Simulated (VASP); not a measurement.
## Ge: single point with PBE

Ge, a slab with vacuum:

```
Ge
1.0
     4.05816    0.00000    0.00000
    -2.02908    3.51447    0.00000
     0.00000    0.00000   22.53299
Ge
6
Direct
  0.33333 0.66667 0.33285
  0.66667 0.33333 0.37014
  0.66667 0.33333 0.48135
  0.33333 0.66667 0.51865
  0.33333 0.66667 0.62986
  0.66667 0.33333 0.66715
```

- Program: VASP 6.6.1
- Task: single point
- Functional: PBE
- Potentials or basis: VASP PAW PBE potentials, release 64 (Ge_d)
- Cutoff: 520 eV
- k mesh: 9 × 9 × 1
- Occupations: gaussian, width 0.5 eV
- Spin: no spin polarisation
- Dipole correction: yes
- Further INCAR settings: ALGO = Normal; EDIFF = 1e-06; NBANDS = 51

```json
{
 "Largest force": "0.207 eV/Å",
 "Band gap on the k mesh": "zero (bands 42 and 43 overlap by 0.37 eV)"
}
```

Forces in eV/Å, atoms in the order of the input:
```
Ge   0.000  0.000  0.005
Ge   0.000  0.000 -0.207
Ge   0.000  0.000  0.096
Ge   0.000  0.000 -0.096
Ge   0.000  0.000  0.207
Ge   0.000  0.000 -0.005
```

Levels at points of the mesh, in eV from the Fermi level:
| k point | band 39 | band 40 | band 41 | band 42 | band 43 | band 44 | band 45 | band 46 |
| --- | --- | --- | --- | --- | --- | --- | --- | --- |
| (0.00, 0.00, 0.00) | -0.25 | -0.25 | 0.26 | 0.26 | 0.34 | 0.84 | 1.23 | 1.47 |

Run time: 3.6 min on 1 thread of AMD EPYC 7R13 Processor (Zen 3) (shared host), peak memory 0.42 GiB.

Caveat: so wide a smearing shifts energies and pressures.
